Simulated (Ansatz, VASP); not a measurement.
**One calculation of CaSe, two programs**

File INCAR:

```
AGGAC = 1.0
AGGAX = 1.0
ALDAC = 0.0
ALDAX = 1.0
ALGO = Normal
EDIFF = 1E-6
EDIFFG = -0.01
ENCUT = 600
GGA = B5
IBRION = 2
ISIF = 3
ISMEAR = 0
IVDW = 12
LASPH = T
LCHARG = F
LREAL = F
LWAVE = F
NELM = 80
NSW = 80
PREC = Accurate
SIGMA = 0.01
VDW_A1 = 0.4298
VDW_A2 = 4.2359
VDW_S6 = 1.0
VDW_S8 = 2.6996
```

File KPOINTS:

```
k-points
0
Gamma
  6 6 6
```

The input POSCAR:

```
CaSe
1.0
    0.0000000000      3.3000000000      3.3000000000
    3.3000000000      0.0000000000      3.3000000000
    3.3000000000      3.3000000000      0.0000000000
Ca Se
1 1
Direct
    0.0000000000      0.0000000000      0.0000000000
    0.7500000000      0.7500000000      0.7500000000
```

Input for Ansatz:

```yaml
crystal:
  lattice:
    - [0.0, 3.3, 3.3]
    - [3.3, 0.0, 3.3]
    - [3.3, 3.3, 0.0]
  atoms:
    - { symbol: Ca, position: [0.0, 0.0, 0.0] }
    - { symbol: Se, position: [0.75, 0.75, 0.75] }
basis:
  ecutwfc: 476.19925930478996
kpoints:
  mp_grid:
    grid: [6, 6, 6]
hamiltonian:
  xc: blyp
  dispersion: d3bj
scf:
  occupations:
    method: fixed
relax:
  cell: {}
```

Alike in both runs: task relaxation of cell and atoms; functional BLYP; dispersion D3(BJ); k mesh 6 × 6 × 6; no spin polarisation.

```csv
,VASP,Ansatz
version,VASP 6.6.1,Ansatz 0.2.0
potentials or method,"VASP PAW PBE potentials, release 64 (Ca_sv, Se), cutoff 600 eV","plane waves, PAW"
occupations,"gaussian, width 0.01 eV",fixed
valence electrons in the cell,16,26
```

|  | VASP | Ansatz | Ansatz less VASP |
| --- | --- | --- | --- |
| relaxed volume (Å³/atom) | 33.90 | 33.76 | -0.148 |
| relaxed cell length with the largest relative difference (Å) | 4.577 | 4.571 | -0.0067 |

VASP's potentials were made for PBE, not for BLYP. VASP's potentials hold 16 valence electrons a cell and Ansatz's 26, so a difference there can come from the potentials and not from the codes.
